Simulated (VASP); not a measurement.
# MoRu5 (P-6m2) in VASP: further runs

The runs below take MoRu5 through single point, relaxation of cell and atoms, with PBE.

Program: VASP 6.6.1. These are calculated values, not measurements. Logs are shortened: lines on timing, memory, paths and dates and some standing lists are left out, and cuts for length are marked.

### 1 The cell of the first run

The structure is hexagonal, space group P-6m2 (No. 187). Conventional cell: a = 2.721 Å, b = 2.721 Å, c = 13.235 Å, α = 90.00°, β = 90.00°, γ = 120.00°. Within 3.6 Å of Mo (site symmetry -6m2) lie 6 Ru at 2.71 Å and 6 Mo at 2.72 Å. Within 3.6 Å of Ru (site symmetry -6m2) lie 12 Ru at 2.71 to 2.72 Å. Within 3.6 Å of Ru (site symmetry 3m) lie 9 Ru at 2.71 to 2.72 Å and 3 Mo at 2.71 Å. Within 3.6 Å of Ru (site symmetry 3m) lie 12 Ru at 2.71 to 2.72 Å.

### 2 Single point, PBE

INCAR

```
ALGO = Normal
EDIFF = 1E-7
ENCUT = 520
GGA = PE
ISIF = 2
ISMEAR = 0
LASPH = True
LCHARG = False
LREAL = False
LWAVE = False
NBANDS = 51
NELM = 100
PREC = Accurate
SIGMA = 0.1
```

KPOINTS

```
k-points
0
Gamma
  6 6 2
```

POSCAR

```
MoRu5
1.0
    2.7206691400      0.0000000000      0.0000000000
   -1.3603345700      2.3561685900      0.0000000000
    0.0000000000      0.0000000000     13.2353129000
Mo Ru
1 5
Direct
    0.3333333300      0.6666666700      0.5000000000
    0.6666666700      0.3333333300      0.0000000000
    0.6666666700      0.3333333300      0.3333333300
    0.6666666700      0.3333333300      0.6666666700
    0.3333333300      0.6666666700      0.8333333300
    0.3333333300      0.6666666700      0.1666666700
```

Potentials or basis: VASP PAW PBE potentials, release 64 (Mo_sv, Ru_pv).

The run is started by

```
> cat potpaw_PBE.64/Mo_sv/POTCAR potpaw_PBE.64/Ru_pv/POTCAR > POTCAR
> mpirun -np 1 vasp_std > vasp.out
```

OUTCAR:

```text
EDIFF = 1E-7
   ENCUT = 520
   GGA = PE
   ISIF = 2
   ISMEAR = 0
   LASPH = True
   LREAL = False
   NELM = 100
   PREC = Accurate

 ion  position               nearest neighbor table
   1  0.333  0.667  0.500-   3 2.71   4 2.71   3 2.71   4 2.71   3 2.71   4 2.71
   2  0.667  0.333  0.000-   5 2.71   6 2.71   5 2.71   6 2.71   5 2.71   6 2.71
   3  0.667  0.333  0.333-   6 2.71   6 2.71   6 2.71   1 2.71   1 2.71   1 2.71
   4  0.667  0.333  0.667-   5 2.71   5 2.71   5 2.71   1 2.71   1 2.71   1 2.71
   5  0.333  0.667  0.833-   4 2.71   4 2.71   4 2.71   2 2.71   2 2.71   2 2.71
   6  0.333  0.667  0.167-   3 2.71   3 2.71   3 2.71   2 2.71   2 2.71   2 2.71

  LATTYP: Found a hexagonal cell.
 ALAT       =     2.7206691400
 C/A-ratio  =     4.8647271017

  Lattice vectors:

 A1 = (   2.7206691400,   0.0000000000,   0.0000000000)
 A2 = (  -1.3603345700,   2.3561685900,   0.0000000000)
 A3 = (   0.0000000000,   0.0000000000,  13.2353129000)

Analysis of symmetry for initial positions (statically):
=====================================================================
 Subroutine PRICEL returns:
 Original cell was already a primitive cell.

 Routine SETGRP: Setting up the symmetry group for a
 hexagonal supercell.

 Subroutine GETGRP returns: Found 12 space group operations
 (whereof 12 operations were pure point group operations)
 out of a pool of 24 trial point group operations.

The static configuration has the point symmetry D_3h.

Analysis of symmetry for dynamics (positions and initial velocities):
=====================================================================
 Subroutine PRICEL returns:
 Original cell was already a primitive cell.

 Routine SETGRP: Setting up the symmetry group for a
 hexagonal supercell.

 Subroutine GETGRP returns: Found 12 space group operations
 (whereof 12 operations were pure point group operations)
 out of a pool of 24 trial point group operations.

The dynamic configuration has the point symmetry D_3h.

 Subroutine INISYM returns: Found 12 space group operations
 (whereof 12 operations are pure point group operations),
 and found     1 'primitive' translations

----------------------------------------------------------------------------------------

                                     Primitive cell

  volume of cell :      84.8431

  direct lattice vectors                    reciprocal lattice vectors
     2.720669140  0.000000000  0.000000000     0.367556637  0.212208923  0.000000000
    -1.360334570  2.356168590  0.000000000     0.000000000  0.424417847  0.000000000
     0.000000000  0.000000000 13.235312900     0.000000000  0.000000000  0.075555448

  length of vectors
     2.720669140  2.720669140 13.235312900     0.424417847  0.424417847  0.075555448

  position of ions in fractional coordinates (direct lattice)
     0.333333330  0.666666670  0.500000000
     0.666666670  0.333333330  0.000000000
     0.666666670  0.333333330  0.333333330
     0.666666670  0.333333330  0.666666670
     0.333333330  0.666666670  0.833333330
     0.333333330  0.666666670  0.166666670

  ion indices of the primitive-cell ions
   primitive index   ion index
                 1           1
                 2           2
                 3           3
                 4           4
                 5           5
                 6           6

----------------------------------------------------------------------------------------

 KPOINTS: k-points

Automatic generation of k-mesh.
 Grid dimensions read from file:
 generate k-points for:    6    6    2

 Generating k-lattice:

  Cartesian coordinates                     Fractional coordinates (reciprocal lattice)
     0.061259440  0.035368154  0.000000000     0.166666667 -0.000000000  0.000000000
     0.000000000  0.070736308  0.000000000     0.000000000  0.166666667  0.000000000
     0.000000000  0.000000000  0.037777724     0.000000000  0.000000000  0.500000000

  Length of vectors
     0.070736308  0.070736308  0.037777724

  Shift w.r.t. Gamma in fractional coordinates (k-lattice)
     0.000000000  0.000000000  0.000000000

 Subroutine IBZKPT returns following result:
 ===========================================

 Found     14 irreducible k-points:

 Following reciprocal coordinates:
            Coordinates               Weight
  0.000000  0.000000  0.000000      1.000000
  0.166667  0.000000  0.000000      6.000000
  0.333333 -0.000000  0.000000      6.000000
  0.500000 -0.000000  0.000000      3.000000
  0.166667  0.166667  0.000000      6.000000
  0.333333  0.166667  0.000000     12.000000
  0.333333  0.333333  0.000000      2.000000
  0.000000  0.000000  0.500000      1.000000
  0.166667  0.000000  0.500000      6.000000
  0.333333 -0.000000  0.500000      6.000000
  0.500000 -0.000000  0.500000      3.000000
  0.166667  0.166667  0.500000      6.000000
  0.333333  0.166667  0.500000     12.000000
  0.333333  0.333333  0.500000      2.000000
[... 33 lines left out ...]
   ISMEAR =     0;   SIGMA  =   0.10  broadening in eV -4-tet -1-fermi 0-gaus
   EFERMI_NEDOS =   21; number of points for ismear=-14 and -15
   IALGO  =     38    algorithm
   IMIX   =      4    mixing-type and parameters
     AMIX     =   0.40;   BMIX     =  1.00
     AMIX_MAG =   1.60;   BMIX_MAG =  1.00
  volume/ion in A,a.u.               =      14.14        95.42
  Fermi-wavevector in a.u.,A,eV,Ry     =   1.631658  3.083387 36.222901  2.662308
  Thomas-Fermi vector in A             =   2.723758
   LORBIT       =      0    0 simple, 1 ext, 2 COOP (PROOUT), +10 PAW based schemes
   GGA     = PE    functional components
   LHFCALC =     F    Hartree Fock is set to
   AEXX    =    0.0000 exact exchange contribution
   IVDW    =     0    specifies the selected vdW correction
   LEPSILON=     F    determine dielectric tensor
   LRPA    =     F    only Hartree local field effects (RPA)
 non-spin polarized calculation
 Gauss-broadening in eV      SIGMA  =   0.10
  energy-cutoff  :      520.00
  volume of cell :       84.84
 maximum number of plane-waves:      2310
   NGX = 11   NGY = 11   NGZ = 49

 number of electron      84.0000008 magnetization

 Free energy of the ion-electron system (eV)
  ---------------------------------------------------
  ext. energy  EPLUGINS =         0.00000000
  ---------------------------------------------------
  free energy    TOTEN  =       -56.84720706 eV

  energy without entropy =      -56.82356014  energy(sigma->0) =      -56.83538360

 E-fermi :  12.4120     XC(G=0): -13.8838

 val. band max:       12.3909329093   @ k =   0.3333   0.1667   0.0000
 cond. band min:      12.4591163312   @ k =   0.5000  -0.0000   0.5000
 fundamental gap:      0.0681834219
 Fermi energy:        12.4120007844

 k-point     1 :       0.0000    0.0000    0.0000
  band No.  band energies     occupation
      1     -48.3305      2.00000
      2     -31.0511      2.00000
      3     -30.7687      2.00000
      4     -30.5166      2.00000
      5     -30.3580      2.00000
      6     -30.3580      2.00000
[... 43 lines left out ...]
     50      13.5397      0.00000
     51      13.6051      0.00000

 k-point     2 :       0.1667    0.0000    0.0000
  band No.  band energies     occupation
      1     -48.2722      2.00000
      2     -30.9888      2.00000
      3     -30.7609      2.00000
      4     -30.5665      2.00000
      5     -30.5045      2.00000
      6     -30.4354      2.00000
[... 43 lines left out ...]
     50      13.5407      0.00000
     51      13.8564      0.00000

 k-point     3 :       0.3333   -0.0000    0.0000
  band No.  band energies     occupation
      1     -48.1534      2.00000
      2     -30.9536      2.00000
      3     -30.9328      2.00000
      4     -30.7908      2.00000
      5     -30.7554      2.00000
      6     -30.6471      2.00000
[... 43 lines left out ...]
     50      14.1674      0.00000
     51      15.3206      0.00000
[... 487 lines left out ...]
 k-point    13 :       0.3333    0.1667    0.5000
  band No.  band energies     occupation
      1     -48.0932      2.00000
      2     -31.0208      2.00000
      3     -30.9678      2.00000
      4     -30.8797      2.00000
      5     -30.7481      2.00000
      6     -30.7203      2.00000
[... 43 lines left out ...]
     50      16.2261      0.00000
     51      16.8288      0.00000

 k-point    14 :       0.3333    0.3333    0.5000
  band No.  band energies     occupation
      1     -48.0629      2.00000
      2     -30.9270      2.00000
      3     -30.8944      2.00000
      4     -30.8902      2.00000
      5     -30.7705      2.00000
      6     -30.7544      2.00000
[... 43 lines left out ...]
     50      19.6942      0.00000
     51      19.7058      0.00000

------------------------ aborting loop because EDIFF is reached ----------------------------------------

  FORCE on cell =-STRESS in cart. coord.  units (eV):
  Direction    XX          YY          ZZ          XY          YZ          ZX
  --------------------------------------------------------------------------------------
  -------------------------------------------------------------------------------------
  Total        1.2481808      1.2481808     -3.2043143      0.0000000      0.0000000     -0.0000000
  in kB       23.5706610     23.5706610    -60.5103105      0.0000000      0.0000000     -0.0000000
  external PRESSURE =      -4.4563295 kB  Pullay stress =       0.0000000 kB

 VOLUME and BASIS-vectors are now :
 -----------------------------------------------------------------------------
  energy-cutoff  :      520.00
  volume of cell :       84.84
      direct lattice vectors                 reciprocal lattice vectors
     2.720669140  0.000000000  0.000000000     0.367556637  0.212208923  0.000000000
    -1.360334570  2.356168590  0.000000000     0.000000000  0.424417847  0.000000000
     0.000000000  0.000000000 13.235312900     0.000000000  0.000000000  0.075555448

 POSITION                                       TOTAL-FORCE (eV/Angst)
 -----------------------------------------------------------------------------------
     -0.00000      1.57078      6.61766         0.000000      0.000000      0.000000
      1.36033      0.78539      0.00000         0.000000     -0.000000      0.000000
      1.36033      0.78539      4.41177        -0.000000      0.000000     -0.478263
      1.36033      0.78539      8.82354        -0.000000     -0.000000      0.478263
     -0.00000      1.57078     11.02943        -0.000000      0.000000      0.524892
     -0.00000      1.57078      2.20589        -0.000000      0.000000     -0.524892
 -----------------------------------------------------------------------------------
    total drift:                                0.000010     -0.000006      0.000000

  FREE ENERGIE OF THE ION-ELECTRON SYSTEM (eV)
  ---------------------------------------------------
  free  energy   TOTEN  =       -56.8472070640 eV

  energy  without entropy=      -56.8235601379  energy(sigma->0) =      -56.83538360
```

Wall time 38 s (1 thread of Intel Xeon 6975P-C (Granite Rapids), shared host); peak memory 0.21 GiB.

Results:

```yaml
Free_energy: -56.8472 eV
Pressure: -0.4 GPa
Largest_force: 0.525 eV/Å
Band_gap_on_the_k_mesh: zero (band 42 reaches 13.99 eV, above the bottom of band 43 at 11.41 eV)
```

Forces on the atoms (eV/Å):
```
Mo   0.000  0.000  0.000
Ru   0.000  0.000  0.000
Ru   0.000  0.000 -0.478
Ru   0.000  0.000  0.478
Ru   0.000  0.000  0.525
Ru   0.000  0.000 -0.525
```

Stress tensor (GPa, compression positive):
```
 2.36  0.00  0.00
 0.00  2.36  0.00
 0.00  0.00 -6.05
```

Caveat: the k points lie up to 0.44 Å⁻¹ apart.

### 3 Single point, PBE

INCAR

```
SYSTEM = MoRu5
  ALGO = Normal
  EDIFF = 1E-6
  ENCUT = 520
  GGA = PE
  ISIF = 2
  ISMEAR = 0
  LASPH = .TRUE.
  LCHARG = .FALSE.
  LREAL = .FALSE.
  LWAVE = .FALSE.
  NBANDS = 51
  NELM = 80
  PREC = Accurate
  SIGMA = 0.1
```

KPOINTS

```
k-points
0
G
  6 6 2
  0 0 0
```

POSCAR

```
MoRu5
1.0
    2.7360846168      0.0000000000      0.0000000000
   -1.3680423084      2.3695187851      0.0000000000
    0.0000000000      0.0000000000     13.0664532157
Mo Ru
1 5
Direct
    0.3333333333      0.6666666667      0.5000000000
    0.6666666667      0.3333333333      0.0000000000
    0.6666666667      0.3333333333      0.3292123673
    0.6666666667      0.3333333333      0.6707876327
    0.3333333333      0.6666666667      0.8374931538
    0.3333333333      0.6666666667      0.1625068462
```

Potentials or basis: VASP PAW PBE potentials, release 64 (Mo_sv, Ru_pv).

The run is started by

```
> cat potpaw_PBE.64/Mo_sv/POTCAR potpaw_PBE.64/Ru_pv/POTCAR > POTCAR
> mpirun -np 1 vasp_std > vasp.out
```

Wall time 34 s (1 thread of Intel Xeon 6975P-C (Granite Rapids), shared host); peak memory 0.2 GiB.

It converged, with:

```
Free energy            : -56.9320 eV
Pressure               : 0.0 GPa
Largest force          : 0.007 eV/Å
Band gap on the k mesh : zero (band 42 reaches 13.95 eV, above the bottom of band 43 at 11.49 eV)
```

Forces in eV/Å, atoms in the order of the input:
```
Mo   0.000  0.000  0.000
Ru   0.000  0.000  0.000
Ru   0.000  0.000 -0.003
Ru   0.000  0.000  0.003
Ru   0.000  0.000  0.007
Ru   0.000  0.000 -0.007
```

Levels at points of the mesh, in eV from the Fermi level:
| k point | band 39 | band 40 | band 41 | band 42 | band 43 | band 44 |
| --- | --- | --- | --- | --- | --- | --- |
| (0.00, 0.00, 0.00) | -1.27 | -1.19 | -1.19 | -1.08 | -0.95 | -0.95 |
| (0.50, 0.00, 0.00) | 0.22 | 0.81 | 1.27 | 1.51 | 1.55 | 1.72 |
| (0.00, 0.00, 0.50) | -1.78 | -1.20 | -1.20 | -0.71 | -0.71 | -0.49 |
| (0.50, 0.00, 0.50) | 0.18 | 0.58 | 0.95 | 1.23 | 1.27 | 1.53 |

Caveat: the k points lie up to 0.44 Å⁻¹ apart.

### 4 Relaxation of cell and atoms, PBE

INCAR

```
ALGO = Fast
EDIFF = 1E-6
EDIFFG = -0.04
ENCUT = 600
GGA = PE
IBRION = 2
ISIF = 3
ISMEAR = 0
LASPH = True
LCHARG = False
LREAL = False
LWAVE = False
NELM = 80
NSW = 90
PREC = Accurate
SIGMA = 0.1
```

KPOINTS

```
k-points
0
Gamma
  6 6 2
```

POSCAR

```
MoRu5
1.0
    2.7206691400      0.0000000000      0.0000000000
   -1.3603345700      2.3561685900      0.0000000000
    0.0000000000      0.0000000000     13.2353129000
Mo Ru
1 5
Direct
    0.3333333300      0.6666666700      0.5000000000
    0.6666666700      0.3333333300      0.0000000000
    0.6666666700      0.3333333300      0.3333333300
    0.6666666700      0.3333333300      0.6666666700
    0.3333333300      0.6666666700      0.8333333300
    0.3333333300      0.6666666700      0.1666666700
```

The run is started by

```
> cat potpaw_PBE.64/Mo_sv/POTCAR potpaw_PBE.64/Ru_pv/POTCAR > POTCAR
> mpirun -np 1 vasp_std > vasp.out
```

Wall time 3.1 min (1 thread of Intel Xeon 6975P-C (Granite Rapids), shared host); peak memory 0.27 GiB.

Results (log left out):

- Free energy: -56.9331 eV
- Relaxed volume: 14.11 Å³/atom
- Relaxed cell: a = 2.736 Å, b = 2.736 Å, c = 13.059 Å, α = 90.00°, β = 90.00°, γ = 120.00°
- Space group after relaxing (to 0.05 Å): P-6m2 (No. 187)
- Energy gained by relaxing: 14.1 meV/atom
- Ionic steps: 6
- Pressure after relaxing: 0.1 GPa
- Largest force after relaxing: 0.031 eV/Å
- Band gap on the k mesh: zero (band 42 reaches 13.95 eV, above the bottom of band 43 at 11.50 eV)

Forces in eV/Å, atoms in the order of the input:
```
Mo   0.000  0.000  0.000
Ru   0.000  0.000  0.000
Ru   0.000  0.000 -0.017
Ru   0.000  0.000  0.017
Ru   0.000  0.000 -0.031
Ru   0.000  0.000  0.031
```

Stress tensor (GPa, compression positive):
```
0.00 0.00 0.00
0.00 0.00 0.00
0.00 0.00 0.38
```

Step by step:
```tsv
step	energy change (eV)	largest force (eV/Å)	pressure (GPa)	volume (Å³)
1	0.0000	0.5252	-0.49	84.84
2	-0.0427	0.2822	1.89	84.27
3	-0.0537	0.3740	0.98	84.46
4	-0.0741	0.1454	-2.09	85.33
5	-0.0741	0.1346	-2.31	85.38
6	-0.0845	0.0312	0.12	84.68
```

Final structure:
```
CELL_PARAMETERS angstrom
2.73638 0.00000 0.00000
-1.36819 2.36977 0.00000
0.00000 0.00000 13.05853
ATOMIC_POSITIONS crystal
Mo 0.33333 0.66667 0.50000
Ru 0.66667 0.33333 0.00000
Ru 0.66667 0.33333 0.32928
Ru 0.66667 0.33333 0.67072
Ru 0.33333 0.66667 0.83767
Ru 0.33333 0.66667 0.16233
```

Levels at points of the mesh, in eV from the Fermi level:
```tsv
k point	band 37	band 38	band 39	band 40	band 41	band 42	band 43	band 44	band 45	band 46
(0.00, 0.00, 0.00)	-2.01	-2.00	-1.26	-1.19	-1.19	-1.07	-0.95	-0.95	0.05	0.05
(0.50, 0.00, 0.00)	-0.88	-0.40	0.22	0.81	1.27	1.51	1.55	1.72	1.73	1.86
(0.00, 0.00, 0.50)	-2.00	-2.00	-1.77	-1.20	-1.20	-0.71	-0.71	-0.49	-0.49	0.45
(0.50, 0.00, 0.50)	-0.45	0.01	0.19	0.58	0.95	1.23	1.27	1.53	1.55	1.72
```

Caveat: the k points lie up to 0.44 Å⁻¹ apart in the final cell.

### 5 Single point, PBE

This run uses another cell than the first one, of 14.11 Å³/atom, 0.998 times its volume.

INCAR

```
PREC = Accurate
ENCUT = 520
EDIFF = 1E-7
ISMEAR = 0
SIGMA = 0.1
LREAL = F
LASPH = T
NELM = 80
ALGO = Fast
ISIF = 2
LWAVE = F
LCHARG = F
GGA = PE
NBANDS = 51
```

KPOINTS

```
Automatic mesh
0
Gamma
  18 18 4
```

POSCAR

```
MoRu5
1.0
    2.7383420434      0.0000000000      0.0000000000
   -1.3691710217      2.3714737738      0.0000000000
    0.0000000000      0.0000000000     13.0345324126
Mo Ru
1 5
Direct
    0.3333333333      0.6666666667      0.5000000000
    0.6666666667      0.3333333333      0.0000000000
    0.6666666667      0.3333333333      0.3287426822
    0.6666666667      0.3333333333      0.6712573178
    0.3333333333      0.6666666667      0.8367374600
    0.3333333333      0.6666666667      0.1632625400
```

The run is started by

```
> cat potpaw_PBE.64/Mo_sv/POTCAR potpaw_PBE.64/Ru_pv/POTCAR > POTCAR
> mpirun -np 1 vasp_std > vasp.out
```

Wall time 5.3 min (1 thread of Intel Xeon 6975P-C (Granite Rapids), shared host); peak memory 0.45 GiB.

It converged, with:

| Quantity | Value |
| --- | --- |
| Free energy | -56.9434 eV |
| Pressure | 0.1 GPa |
| Largest force | 0.016 eV/Å |
| Band gap on the k mesh | zero (band 42 reaches 13.97 eV, above the bottom of band 43 at 11.48 eV) |

Forces on the atoms (eV/Å):
```
Mo   0.000  0.000  0.000
Ru   0.000  0.000  0.000
Ru   0.000  0.000 -0.016
Ru   0.000  0.000  0.016
Ru   0.000  0.000 -0.002
Ru   0.000  0.000  0.002
```

Levels at points of the mesh, in eV from the Fermi level:
| k point | band 39 | band 40 | band 41 | band 42 | band 43 | band 44 |
| --- | --- | --- | --- | --- | --- | --- |
| (0.00, 0.00, 0.00) | -1.25 | -1.15 | -1.15 | -1.02 | -0.94 | -0.94 |
| (0.50, 0.00, 0.00) | 0.29 | 0.84 | 1.34 | 1.55 | 1.62 | 1.79 |
| (0.00, 0.00, 0.50) | -1.78 | -1.16 | -1.16 | -0.68 | -0.68 | -0.48 |
| (0.50, 0.00, 0.50) | 0.22 | 0.62 | 0.98 | 1.30 | 1.32 | 1.57 |

### 6 The runs side by side

```csv
task,cell,k mesh,cutoff (eV),gap on the mesh (eV),pressure (GPa),largest force (eV/Å)
single point,"a = 2.721, b = 2.721, c = 13.235 Å, angles 90.0, 90.0, 120.0°, 6 atoms",6 × 6 × 2,520,none,-0.4,0.52
single point,"a = 2.736, b = 2.736, c = 13.066 Å, angles 90.0, 90.0, 120.0°, 6 atoms",6 × 6 × 2,520,none,0.0,0.01
relaxation of cell and atoms,"relaxed from a = 2.721, b = 2.721, c = 13.235 Å, angles 90.0, 90.0, 120.0°, 6 atoms",6 × 6 × 2,600,none,0.1,0.03
single point,"a = 2.738, b = 2.738, c = 13.035 Å, angles 90.0, 90.0, 120.0°, 6 atoms",18 × 18 × 4,520,none,0.1,0.02
```

Alike in all rows: level PBE; potentials or basis VASP PAW PBE potentials, release 64 (Mo_sv, Ru_pv); no spin polarisation; smearing gaussian 0.1 eV.

Caveats: some runs use coarse meshes.

Total energies depend on the potentials used, so only differences within one code and one set of settings carry meaning.
